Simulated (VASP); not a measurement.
# AlN (Fm-3m) in VASP: further runs

The runs below take AlN through single point, with LDA.

The COD entry that gives the cell may itself be a prediction, so a difference from it is no test against experiment.

Program: VASP 6.6.1. These are calculated values, not measurements. Logs are shortened: lines on timing, memory, paths and dates and some standing lists are left out, and cuts for length are marked.

## 1. The cell of the first run

The structure is cubic, space group Fm-3m (No. 225). Conventional cell: a = 3.858 Å, b = 3.858 Å, c = 3.858 Å, α = 90.00°, β = 90.00°, γ = 90.00°. Within 2.6 Å of Al (site symmetry m-3m) lie 6 N at 1.93 Å. Within 2.6 Å of N (site symmetry m-3m) lie 6 Al at 1.93 Å.

## 2. Single point, LDA

INCAR reads:

```
SYSTEM = AlN
  ALGO = Normal
  EDIFF = 1E-6
  ENCUT = 600
  GGA = CA
  GGA_COMPAT = .False.
  ISIF = 2
  ISMEAR = 0
  LASPH = .True.
  LCHARG = .True.
  LELF = .True.
  LREAL = .False.
  LVHAR = .True.
  LWAVE = .False.
  NBANDS = 11
  NELM = 120
  PREC = Accurate
  SIGMA = 0.01
```

KPOINTS reads:

```
k-points
0
Gamma
  8 8 8
  0 0 0
```

POSCAR reads:

```
AlN
1.0
    0.0000000000      1.9288050481      1.9288050481
    1.9288050481      0.0000000000      1.9288050481
    1.9288050481      1.9288050481      0.0000000000
Al N
1 1
Direct
    0.0000000000      0.0000000000      0.0000000000
    0.5000000000      0.5000000000      0.5000000000
```

Potentials or basis: VASP PAW LDA potentials, release 64 (Al, N).

Command:

```console
$ cat potpaw_LDA.64/Al/POTCAR potpaw_LDA.64/N/POTCAR > POTCAR
$ mpirun -np 1 vasp_std > vasp.out
```

OUTCAR:

```text
SYSTEM = AlN
   EDIFF = 1E-6
   ENCUT = 600
   GGA = CA
   ISIF = 2
   ISMEAR = 0
   LASPH = .True.
   LREAL = .False.
   NELM = 120
   PREC = Accurate

 ion  position               nearest neighbor table
   1  0.000  0.000  0.000-   2 1.93   2 1.93   2 1.93   2 1.93   2 1.93   2 1.93
   2  0.500  0.500  0.500-   1 1.93   1 1.93   1 1.93   1 1.93   1 1.93   1 1.93

  LATTYP: Found a face centered cubic cell.
 ALAT       =     3.8576100962

  Lattice vectors:

 A1 = (   0.0000000000,   1.9288050481,   1.9288050481)
 A2 = (   1.9288050481,   0.0000000000,   1.9288050481)
 A3 = (   1.9288050481,   1.9288050481,   0.0000000000)

Analysis of symmetry for initial positions (statically):
=====================================================================
 Subroutine PRICEL returns:
 Original cell was already a primitive cell.

 Routine SETGRP: Setting up the symmetry group for a
 face centered cubic supercell.

 Subroutine GETGRP returns: Found 48 space group operations
 (whereof 48 operations were pure point group operations)
 out of a pool of 48 trial point group operations.

The static configuration has the point symmetry O_h .

Analysis of symmetry for dynamics (positions and initial velocities):
=====================================================================
 Subroutine PRICEL returns:
 Original cell was already a primitive cell.

 Routine SETGRP: Setting up the symmetry group for a
 face centered cubic supercell.

 Subroutine GETGRP returns: Found 48 space group operations
 (whereof 48 operations were pure point group operations)
 out of a pool of 48 trial point group operations.

The dynamic configuration has the point symmetry O_h .

 Subroutine INISYM returns: Found 48 space group operations
 (whereof 48 operations are pure point group operations),
 and found     1 'primitive' translations

----------------------------------------------------------------------------------------

                                     Primitive cell

  volume of cell :      14.3514

  direct lattice vectors                    reciprocal lattice vectors
     0.000000000  1.928805048  1.928805048    -0.259227857  0.259227857  0.259227857
     1.928805048  0.000000000  1.928805048     0.259227857 -0.259227857  0.259227857
     1.928805048  1.928805048  0.000000000     0.259227857  0.259227857 -0.259227857

  length of vectors
     2.727742258  2.727742258  2.727742258     0.448995820  0.448995820  0.448995820

  position of ions in fractional coordinates (direct lattice)
     0.000000000  0.000000000  0.000000000
     0.500000000  0.500000000  0.500000000

  ion indices of the primitive-cell ions
   primitive index   ion index
                 1           1
                 2           2

----------------------------------------------------------------------------------------

 KPOINTS: k-points

Automatic generation of k-mesh.
 Grid dimensions read from file:
 generate k-points for:    8    8    8

 Generating k-lattice:

  Cartesian coordinates                     Fractional coordinates (reciprocal lattice)
    -0.032403482  0.032403482  0.032403482     0.125000000  0.000000000  0.000000000
     0.032403482 -0.032403482  0.032403482     0.000000000  0.125000000  0.000000000
     0.032403482  0.032403482 -0.032403482     0.000000000  0.000000000  0.125000000

  Length of vectors
     0.056124477  0.056124477  0.056124477

  Shift w.r.t. Gamma in fractional coordinates (k-lattice)
     0.000000000  0.000000000  0.000000000

 Subroutine IBZKPT returns following result:
 ===========================================

 Found     29 irreducible k-points:

 Following reciprocal coordinates:
            Coordinates               Weight
  0.000000  0.000000  0.000000      1.000000
  0.125000  0.000000  0.000000      8.000000
  0.250000  0.000000  0.000000      8.000000
  0.375000  0.000000  0.000000      8.000000
  0.500000  0.000000  0.000000      4.000000
  0.125000  0.125000  0.000000      6.000000
[... 16 lines left out ...]
  0.500000  0.250000  0.125000     48.000000
 -0.375000  0.250000  0.125000     24.000000
 [... further k-points ...]
   k-points           NKPTS =     29   k-points in BZ     NKDIM =     29   number of bands    NBANDS=     11
   number of dos      NEDOS =    301   number of ions     NIONS =      2
   total plane-waves  NPLWV =  13824
   dimension x,y,z NGX =    24 NGY =   24 NGZ =   24
   dimension x,y,z NGXF=    48 NGYF=   48 NGZF=   48
   ions per type =               1   1
   NGX,Y,Z   is equivalent  to a cutoff of  14.63, 14.63, 14.63 a.u.
   NGXF,Y,Z  is equivalent  to a cutoff of  29.25, 29.25, 29.25 a.u.
 SYSTEM =  AlN
   PREC   = accura    normal or accurate (medium, high low for compatibility)
   ISTART =      0    job   : 0-new  1-cont  2-samecut
   ICHARG =      2    charge: 1-file 2-atom 10-const
   ISPIN  =      1    spin polarized calculation?
   LNONCOLLINEAR =      F non collinear calculations
   LSORBIT =      F    spin-orbit coupling
   LASPH  =      T    aspherical Exc in radial PAW
   ENCUT  =  600.0 eV  44.10 Ry    6.64 a.u.   5.45  5.45  5.45*2*pi/ulx,y,z
   NELM   =    120;   NELMIN=  2; NELMDL= -5     # of ELM steps
   EDIFF  = 0.1E-05   stopping-criterion for ELM
   LREAL  =      F    real-space projection
   EDIFFG = 0.1E-04   stopping-criterion for IOM
   NSW    =      0    number of steps for IOM
   IBRION =     -1    ionic relax: 0-MD 1-quasi-New 2-CG
   NFREE  =      0    steps in history (QN), initial steepest desc. (CG)
   ISIF   =      2    stress and relaxation
   ISYM   =      2    0-nonsym 1-usesym 2-fastsym
   POTIM  = 0.5000    time-step for ionic-motion
   TEBEG  =    0.0;   TEEND  =   0.0 temperature during run
   PSTRESS=    0.0 pullay stress
   NELECT =       8.0000    total number of electrons
   NUPDOWN=      -1.0000    fix difference up-down
   EMIN   =  10.00;   EMAX   =-10.00  energy-range for DOS
   EFERMI =   0.00;   METHOD = LEGACY
   ISMEAR =     0;   SIGMA  =   0.01  broadening in eV -4-tet -1-fermi 0-gaus
   EFERMI_NEDOS =   21; number of points for ismear=-14 and -15
   IALGO  =     38    algorithm
   IMIX   =      4    mixing-type and parameters
     AMIX     =   0.40;   BMIX     =  1.00
     AMIX_MAG =   1.60;   BMIX_MAG =  1.00
  volume/ion in A,a.u.               =       7.18        48.42
  Fermi-wavevector in a.u.,A,eV,Ry     =   1.347327  2.546080 24.698537  1.815291
  Thomas-Fermi vector in A             =   2.475087
   LORBIT       =      0    0 simple, 1 ext, 2 COOP (PROOUT), +10 PAW based schemes
   GGA     = CA    functional components
   LHFCALC =     F    Hartree Fock is set to
   AEXX    =    0.0000 exact exchange contribution
   IVDW    =     0    specifies the selected vdW correction
   LEPSILON=     F    determine dielectric tensor
   LRPA    =     F    only Hartree local field effects (RPA)
 non-spin polarized calculation
 Gauss-broadening in eV      SIGMA  =   0.01
  energy-cutoff  :      600.00
  volume of cell :       14.35
 maximum number of plane-waves:       531
 NGX is ok and might be reduce to    24
   NGX = 11   NGY = 11   NGZ = 11

 number of electron       8.0000001 magnetization

 Free energy of the ion-electron system (eV)
  ---------------------------------------------------
  ext. energy  EPLUGINS =         0.00000000
  ---------------------------------------------------
  free energy    TOTEN  =       -16.01416789 eV

  energy without entropy =      -16.01416789  energy(sigma->0) =      -16.01416789

 E-fermi :  11.7950     XC(G=0): -13.2492

 val. band max:       11.6599024625   @ k =   0.0000   0.0000   0.0000
 cond. band min:      16.5567344401   @ k =   0.5000   0.5000   0.0000
 fundamental gap:      4.8968319776
 Fermi energy:        11.7949654441

 k-point     1 :       0.0000    0.0000    0.0000
  band No.  band energies     occupation
      1      -7.1050      2.00000
      2      11.6599      2.00000
      3      11.6599      2.00000
      4      11.6599      2.00000
      5      19.6228      0.00000
      6      24.1056      0.00000
      7      24.1056      0.00000
      8      24.1056      0.00000
      9      29.7329      0.00000
     10      30.3350      0.00000
     11      30.3350      0.00000

 k-point     2 :       0.1250    0.0000    0.0000
  band No.  band energies     occupation
      1      -6.7381      2.00000
      2      10.1224      2.00000
      3      11.4204      2.00000
      4      11.4204      2.00000
      5      20.2570      0.00000
      6      23.0630      0.00000
      7      24.6475      0.00000
      8      24.6475      0.00000
      9      28.7264      0.00000
     10      28.7264      0.00000
     11      31.6211      0.00000

 k-point     3 :       0.2500    0.0000    0.0000
  band No.  band energies     occupation
      1      -5.6837      2.00000
      2       6.9960      2.00000
      3      10.9054      2.00000
      4      10.9054      2.00000
      5      19.7582      0.00000
      6      24.0722      0.00000
      7      24.8089      0.00000
      8      24.8089      0.00000
      9      28.8623      0.00000
     10      28.8623      0.00000
     11      30.7185      0.00000

 k-point     4 :       0.3750    0.0000    0.0000
  band No.  band energies     occupation
      1      -4.1655      2.00000
      2       3.9097      2.00000
      3      10.4576      2.00000
      4      10.4576      2.00000
      5      18.9751      0.00000
      6      23.9955      0.00000
      7      23.9955      0.00000
      8      26.0057      0.00000
      9      29.6524      0.00000
     10      31.6255      0.00000
     11      31.6255      0.00000
[... 239 lines left out ...]
 k-point    22 :       0.3750    0.2500    0.1250
  band No.  band energies     occupation
      1      -4.8048      2.00000
      2       6.6304      2.00000
      3       8.6637      2.00000
      4      10.2295      2.00000
      5      20.6395      0.00000
      6      22.0660      0.00000
      7      23.0999      0.00000
      8      26.9599      0.00000
      9      27.8564      0.00000
     10      32.5364      0.00000
     11      35.1356      0.00000

 k-point    23 :       0.5000    0.2500    0.1250
  band No.  band energies     occupation
      1      -3.4199      2.00000
      2       4.5452      2.00000
      3       7.6463      2.00000
      4       9.6164      2.00000
      5      20.8480      0.00000
      6      21.9037      0.00000
      7      23.6904      0.00000
      8      26.3457      0.00000
      9      29.9899      0.00000
     10      33.3385      0.00000
     11      35.4101      0.00000

 k-point    24 :      -0.3750    0.2500    0.1250
  band No.  band energies     occupation
      1      -2.5674      2.00000
      2       3.3136      2.00000
      3       7.4133      2.00000
      4       9.3215      2.00000
      5      21.0176      0.00000
      6      21.2659      0.00000
      7      25.3014      0.00000
      8      25.7524      0.00000
      9      31.2437      0.00000
     10      32.4708      0.00000
     11      35.7357      0.00000

 [... further k-points ...]
[... 5 lines left out ...]
  --------------------------------------------------------------------------------------
  -------------------------------------------------------------------------------------
  Total        3.7411038      3.7411038      3.7411038     -0.0000000     -0.0000000      0.0000000
  in kB      417.6527458    417.6527458    417.6527458     -0.0000000     -0.0000000      0.0000000
  external PRESSURE =     417.6527458 kB  Pullay stress =       0.0000000 kB

 VOLUME and BASIS-vectors are now :
 -----------------------------------------------------------------------------
  energy-cutoff  :      600.00
  volume of cell :       14.35
      direct lattice vectors                 reciprocal lattice vectors
     0.000000000  1.928805048  1.928805048    -0.259227857  0.259227857  0.259227857
     1.928805048  0.000000000  1.928805048     0.259227857 -0.259227857  0.259227857
     1.928805048  1.928805048  0.000000000     0.259227857  0.259227857 -0.259227857

 POSITION                                       TOTAL-FORCE (eV/Angst)
 -----------------------------------------------------------------------------------
      0.00000      0.00000      0.00000         0.000000      0.000000      0.000000
      1.92881      1.92881      1.92881        -0.000000     -0.000000     -0.000000
 -----------------------------------------------------------------------------------
    total drift:                               -0.000000     -0.000000      0.000000

  FREE ENERGIE OF THE ION-ELECTRON SYSTEM (eV)
  ---------------------------------------------------
  free  energy   TOTEN  =       -16.0141678931 eV

  energy  without entropy=      -16.0141678931  energy(sigma->0) =      -16.01416789
```

It took 3.2 s on 1 thread of Intel Xeon 6975P-C, shared host; peak memory 0.12 GiB.

What came out:

```
Free energy            : -16.0142 eV
Pressure               : 41.8 GPa
Band gap on the k mesh : 4.90 eV, indirect (least direct gap 7.96 eV)
```

Levels at points of the mesh, in eV from the valence-band top:
| k point | band 2 | band 3 | band 4 | band 5 | band 6 | band 7 |
| --- | --- | --- | --- | --- | --- | --- |
| (0.00, 0.00, 0.00) | 0.00 | 0.00 | 0.00 | 7.96 | 12.45 | 12.45 |
| (0.50, 0.00, 0.00) | -9.30 | -1.37 | -1.37 | 7.05 | 11.98 | 11.98 |
| (0.50, 0.50, 0.00) | -8.41 | -3.20 | -3.20 | 4.90 | 5.90 | 15.68 |

## 3. Single point, LDA

This run uses another cell than the first one, of 7.33 Å³/atom, 1.021 times its volume.

INCAR reads:

```
SYSTEM = AlN
PREC     = Accurate       ! precision mode
ENCUT    = 600            ! plane-wave cutoff, eV
EDIFF    = 1E-6           ! SCF threshold, eV
ISMEAR   = 0              ! smearing method
SIGMA    = 0.01           ! smearing width, eV
LREAL    = .False.        ! projectors in reciprocal space
LASPH    = .True.         ! aspherical terms in the spheres
NELM     = 120            ! most SCF steps
ALGO     = Normal         ! electronic algorithm
ISIF     = 2              ! what is computed and relaxed
LWAVE    = .False.        ! write WAVECAR
LCHARG   = .False.        ! write CHGCAR
GGA      = CA             ! functional
NBANDS   = 11             ! bands
GGA_COMPAT= .False.
```

KPOINTS reads:

```
Automatic mesh
0
Gamma
  8 8 8
  0 0 0
```

POSCAR reads:

```
AlN
1.0
    0.0000000000      1.9423886297      1.9423886297
    1.9423886297      0.0000000000      1.9423886297
    1.9423886297      1.9423886297      0.0000000000
Al N
1 1
Direct
    0.0000000000      0.0000000000      0.0000000000
    0.5000000000      0.5000000000      0.5000000000
```

Potentials or basis: VASP PAW LDA potentials, release 64 (Al, N).

Command:

```console
$ cat potpaw_LDA.64/Al/POTCAR potpaw_LDA.64/N/POTCAR > POTCAR
$ mpirun -np 1 vasp_std > vasp.out
```

It took 3.9 s on 1 thread of Intel Xeon 6975P-C, shared host; peak memory 0.12 GiB.

Results (log left out):

| Quantity | Value |
| --- | --- |
| Free energy | -16.0858 eV |
| Pressure | 33.0 GPa |
| Band gap on the k mesh | 4.95 eV, indirect (least direct gap 7.62 eV) |

Levels at points of the mesh, in eV from the valence-band top:
| k point | band 2 | band 3 | band 4 | band 5 | band 6 | band 7 |
| --- | --- | --- | --- | --- | --- | --- |
| (0.00, 0.00, 0.00) | 0.00 | 0.00 | 0.00 | 7.62 | 12.38 | 12.38 |
| (0.50, 0.00, 0.00) | -9.15 | -1.33 | -1.33 | 6.91 | 11.80 | 11.80 |
| (0.50, 0.50, 0.00) | -8.26 | -3.14 | -3.14 | 4.95 | 5.68 | 15.40 |

[end of part 1 of 2]
